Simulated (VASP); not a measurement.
Runs of VASP 6.6.1 on LiH. The structure is that of space group Fm-3m (No. 225), or close to it. The cells are those of the table. 

| cell | gap on the mesh (eV) |
| --- | --- |
| a = 2.880 Å, angles 60.0°, 2 atoms | 3.02 |
| a = 2.909 Å, angles 60.0°, 2 atoms | 3.03 |
| a = 2.822 Å, angles 60.0°, 2 atoms | (a) |
| a = 2.937 Å, angles 60.0°, 2 atoms | 3.05 |

Alike in all rows: task single point; level PBE; potentials or basis VASP PAW PBE potentials, release 64 (Li_sv, H); no spin polarisation; k mesh 18 × 18 × 18; cutoff (eV) 520; smearing gaussian 0.02 eV.

Problem. Estimate the missing entries.

Solution. (a) 2.97.

A k mesh can miss the band edges.
